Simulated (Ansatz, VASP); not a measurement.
One calculation of Te2Mo, two programs

```
Mo Te
1.0
     0.00000    3.32808    3.32808
     3.32808    0.00000    3.32808
     3.32808    3.32808    0.00000
Mo Te
1 2
Direct
  0.00000 0.00000 0.00000
  0.25000 0.25000 0.25000
  0.75000 0.75000 0.75000
```

Alike in both runs: functional PBE; k mesh 11 × 11 × 11; occupations fermi-dirac, width 0.05 eV; no spin polarisation.

Ansatz relaxed the structure, and its values are those at the end. VASP's run is a single point on that final structure, the one shown.

```csv
,VASP,Ansatz
version,VASP 6.6.1,Ansatz 0.2.0
potentials or method,"VASP PAW PBE potentials, release 64 (Mo_sv, Te)","PAW with Ansatz's default frozen-core files, scalar-relativistic"
plane-wave cutoff (eV),520,420
valence electrons in the cell,26,46
```

```csv
,VASP,Ansatz,Ansatz less VASP
pressure (GPa),0.0,0.0,+0.03
```

With one functional, cell and mesh, what is left measures potentials, basis and numerics. VASP's potentials hold 26 valence electrons a cell and Ansatz's 46, so a difference there can come from the potentials and not from the codes.

Spin-orbit coupling is off throughout.
